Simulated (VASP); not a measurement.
Fe: single point with PBE

Fe:

```
CELL_PARAMETERS angstrom
-1.44300 1.44300 1.44300
1.44300 -1.44300 1.44300
1.44300 1.44300 -1.44300
ATOMIC_POSITIONS crystal
Fe 0.00000 0.00000 0.00000
```

- Program: VASP 6.6.1
- Task: single point
- Functional: PBE
- Potentials or basis: VASP PAW PBE potentials, release 64 (Fe)
- Cutoff: 520 eV
- k mesh: 13 × 13 × 13
- Occupations: fermi-dirac, width 0.05 eV
- Spin: no spin polarisation

```
Pressure               : -26.5 GPa
Band gap on the k mesh : zero (band 4 reaches 6.07 eV, above the bottom of band 5 at 4.46 eV)
```

Levels at points of the mesh, in eV from the Fermi level:
| k point | band 1 | band 2 | band 3 | band 4 | band 5 | band 6 | band 7 | band 8 |
| --- | --- | --- | --- | --- | --- | --- | --- | --- |
| (0.00, 0.00, 0.00) | -8.10 | -1.47 | -1.47 | -1.47 | -0.03 | -0.03 | 24.29 | 24.29 |

Run time: 8.9 s on 1 thread of Intel Xeon 6975P-C (shared host), peak memory 0.13 GiB.

Caveat: the run has no spin polarisation, though such a crystal can be magnetic. Spin polarisation is off, so any magnetic state and its effect on volume and gap are missing.
